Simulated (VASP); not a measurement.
Set up this calculation in VASP 6.6.1, as the native input.

```yaml
Task: single point
Functional: LDA
Potentials_or_basis: VASP PAW LDA potentials, release 64 (Pt)
Cutoff: 520 eV
k_mesh: 20 × 20 × 20
Occupations: gaussian, width 0.15 eV
Spin: no spin polarisation
Dipole_correction: no
Further_INCAR_settings: ALGO = Normal; EDIFF = 1e-06; NBANDS = 11
```

The structure of Pt lies in POSCAR:

```
Pt
1.0
    0.0000000000      1.9468328700      1.9468328700
    2.1609844857      0.0000000000      1.9468328700
    2.1609844857      1.9468328700      0.0000000000
Pt
1
Direct
    0.0000000000      0.0000000000      0.0000000000
```

This cell differs from its parent crystal: normal strain along x +0.1100, normal strain along z +0.0000.

These files were run (other wordings do the same):

INCAR

```
SYSTEM = Pt
PREC = Accurate ; ENCUT = 520
EDIFF = 1E-6 ; ISMEAR = 0
SIGMA = 0.15 ; LREAL = .False.
LASPH = .True. ; NELM = 60
ALGO = Normal ; ISIF = 2
LWAVE = .False. ; LCHARG = .True.
GGA = CA ; LELF = .True.
LVHAR = .True. ; NBANDS = 11
```

KPOINTS

```
regular mesh
0
Gamma
  20 20 20
  0 0 0
```

Potentials or basis: VASP PAW LDA potentials, release 64 (Pt).

Command:

```sh
$ cat potpaw_LDA.64/Pt/POTCAR > POTCAR
$ mpirun -np 1 vasp_std > vasp.out
```

Results of the run:

```yaml
Pressure: -22.4 GPa
Band_gap_on_the_k_mesh: zero (band 5 reaches 10.51 eV, above the bottom of band 6 at 8.15 eV)
```

Caveat: the cell differs from its parent crystal (normal strain along x +0.1100, normal strain along z +0.0000); spin-orbit coupling is left out, which moves the levels of the heavy elements.

It took 99 s on 1 thread of Intel(R) Xeon(R) Platinum 8375C CPU @ 2.90GHz (Ice Lake) (shared host), peak memory 0.22 GiB.
